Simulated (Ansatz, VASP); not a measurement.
# Two plane-wave programs on GaN

The input POSCAR:

```
GaN
1.0
    0.0000000000      2.2535006075      2.2535006075
    2.2535006075      0.0000000000      2.2535006075
    2.2535006075      2.2535006075      0.0000000000
Ga N
1 1
Direct
    0.0000000000      0.0000000000      0.0000000000
    0.2500000000      0.2500000000      0.2500000000
```

INCAR.step1

```
ALGO = Normal ; EDIFF = 1E-5
ENCUT = 520 ; GGA = PE
ISIF = 2 ; ISMEAR = -1
LASPH = True ; LCHARG = False
LREAL = False ; LWAVE = True
NBANDS = 16 ; NELM = 80
PREC = Accurate ; SIGMA = 0.05
```

File INCAR.step2:

```
AEXX = 0.15 ; ALGO = Normal
EDIFF = 1E-6 ; ENCUT = 520
GGA = PE ; HFSCREEN = 0.2078699
ISIF = 2 ; ISMEAR = -1
ISTART = 1 ; LASPH = True
LCHARG = False ; LHFCALC = True
LREAL = False ; LWAVE = False
NBANDS = 16 ; NELM = 80
PREC = Accurate ; PRECFOCK = Normal
SIGMA = 0.05
```

File KPOINTS:

```
k-points
0
Gamma
  6 6 6
```

input.yaml

```yaml
crystal:
  lattice:
    - [0.0, 2.2535006075, 2.2535006075]
    - [2.2535006075, 0.0, 2.2535006075]
    - [2.2535006075, 2.2535006075, 0.0]
  atoms:
    - { symbol: Ga, position: [0.0, 0.0, 0.0] }
    - { symbol: "N", position: [0.25, 0.25, 0.25] }
hamiltonian:
  xc:
    exchange: pbe
    correlation: pbe
    exx: { coeff: 0.15, omega: 0.2078699 }
  pseudopotentials: { kind: paw }
kpoints:
  mp_grid: { grid: [6, 6, 6] }
scf:
  occupations: { method: fermi_dirac, width: 0.05 }
output:
  forces: true
  stress: true
  eigenvalues: true
  write_density: true
  write_potential: true
  elf: true
  volumetric_format: npy
```

Alike in both runs: task single point; functional PBE-based screened hybrid with a share of 0.15 of exact exchange and HFSCREEN = 0.2078699; k mesh 6 × 6 × 6; occupations fermi-dirac, width 0.05 eV; no spin polarisation.

|  | VASP | Ansatz |
| --- | --- | --- |
| version | VASP 6.6.1 | Ansatz 0.2.0 |
| potentials or method | VASP PAW PBE potentials, release 64 (Ga_d, N) | Ansatz PAW |
| plane-wave cutoff (eV) | 520 | 420 |
| valence electrons in the cell | 18 | 18 |

Ansatz gave:

| Property | Result |
| --- | --- |
| gap on the k mesh at the Fermi level (eV) | 2.45 |
| least direct gap on the mesh (eV) | 2.45 |
| pressure (GPa) | 1.2 |

Task: Which values does VASP return?

Result: gap on the k mesh at the Fermi level (eV): 2.46; least direct gap on the mesh (eV): 2.46; pressure (GPa): 1.2.

VASP's potentials were made for PBE, not for PBE-based screened hybrid. The functional is the same, so the differences come from potentials, cutoffs and numerics.
